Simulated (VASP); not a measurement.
Set up this calculation in VASP 6.6.1, as the native input.

```yaml
Task: single point
Functional: PBE
Potentials_or_basis: VASP PAW PBE potentials, release 64 (Cs_sv, Be, Ag)
Cutoff: 520 eV
k_mesh: 8 × 8 × 8
Occupations: gaussian, width 0.1 eV
Spin: no spin polarisation
Dipole_correction: no
Further_INCAR_settings: ALGO = Normal; EDIFF = 1e-07; NBANDS = 21
```

The structure of CsBe3Ag lies in POSCAR:

```
CsBe3Ag
1.0
    4.7191685407      0.0000000000      0.0000000000
    0.0000000000      4.7191685407      0.0000000000
    0.0000000000      0.0000000000      4.7191685407
Cs Be Ag
1 3 1
Direct
    0.5000000000      0.5000000000      0.5000000000
    0.5000000000      0.0000000000      0.0000000000
    0.0000000000      0.0000000000      0.5000000000
    0.0000000000      0.5000000000      0.0000000000
    0.0000000000      0.0000000000      0.0000000000
```

The cell was built from a structure type or drawn by symmetry, and may not be a known phase.

The input as run:

INCAR

```
SYSTEM = CsBe3Ag
PREC     = Accurate       ! precision mode
ENCUT    = 520            ! plane-wave cutoff, eV
EDIFF    = 1E-7           ! SCF threshold, eV
ISMEAR   = 0              ! smearing method
SIGMA    = 0.1            ! smearing width, eV
LREAL    = .False.        ! projectors in reciprocal space
LASPH    = .True.         ! aspherical terms in the spheres
NELM     = 100            ! most SCF steps
ALGO     = Normal         ! electronic algorithm
ISIF     = 2              ! what is computed and relaxed
LWAVE    = .False.        ! write WAVECAR
LCHARG   = .False.        ! write CHGCAR
GGA      = PE             ! functional
NBANDS   = 21             ! bands
```

KPOINTS

```
regular mesh
0
Gamma
  8 8 8
  0 0 0
```

Potentials or basis: VASP PAW PBE potentials, release 64 (Cs_sv, Be, Ag).

The run is started by

```sh
$ cat potpaw_PBE.64/Cs_sv/POTCAR potpaw_PBE.64/Be/POTCAR potpaw_PBE.64/Ag/POTCAR > POTCAR
$ mpirun -np 1 vasp_std > vasp.out
```

Results of the run:

* Pressure: 0.1 GPa
* Band gap on the k mesh: zero (bands 13 and 14 overlap by 0.25 eV)

Caveat: spin-orbit coupling is left out, which moves the levels of the heavy elements.

It took 26 s on 1 thread of Intel(R) Xeon(R) 6975P-C (Granite Rapids), with other jobs on the host, peak memory 0.25 GiB.
